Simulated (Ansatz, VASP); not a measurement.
Two plane-wave programs on Si4C5

```xyz
9
Lattice="3.0920 0.0000 0.0000 -1.5460 2.6778 0.0000 0.0000 0.0000 25.2337" Properties=species:S:1:pos:R:3 pbc="T T T"
C     0.0000    1.7852    4.0000
C     1.5460    0.8926    6.5369
C     0.0000    1.7852    9.1041
C     1.5460    0.8926   11.6669
C     1.0307    1.1901   13.3037
Si    1.5460    0.8926    4.6298
Si    0.0000    1.7852    7.1667
Si    1.5460    0.8926    9.6970
Si    0.0000    1.7852   12.2337
```

Alike in both runs: task single point; functional PBE; k mesh 9 × 9 × 1; occupations gaussian, width 0.05 eV; collinear spin.

```csv
,VASP,Ansatz
version,VASP 6.6.1,Ansatz 0.2.0
potentials or method,"VASP PAW PBE potentials, release 64 (C, Si), cutoff 520 eV","scalar-relativistic, plane waves, PAW"
valence electrons in the cell,36,36
```

VASP gave:

```
gap on the k mesh at the Fermi level (eV)                     : none
rms of the force components (eV/Å)                            : 2.207
net moment per atom (μB)                                      : 0.11
size of the moment on the site where the two differ most (μB) : 0.36
```

Problem. Which values does Ansatz return?

Solution. gap on the k mesh at the Fermi level (eV): none; rms of the force components (eV/Å): 2.212; net moment per atom (μB): 0.11; size of the moment on the site where the two differ most (μB): 0.40.

Site moments also hang on the region over which each program counts them. A gap of «none» marks a metal or a gap that the smearing closes. The functional is the same, so the differences come from potentials, cutoffs and numerics.
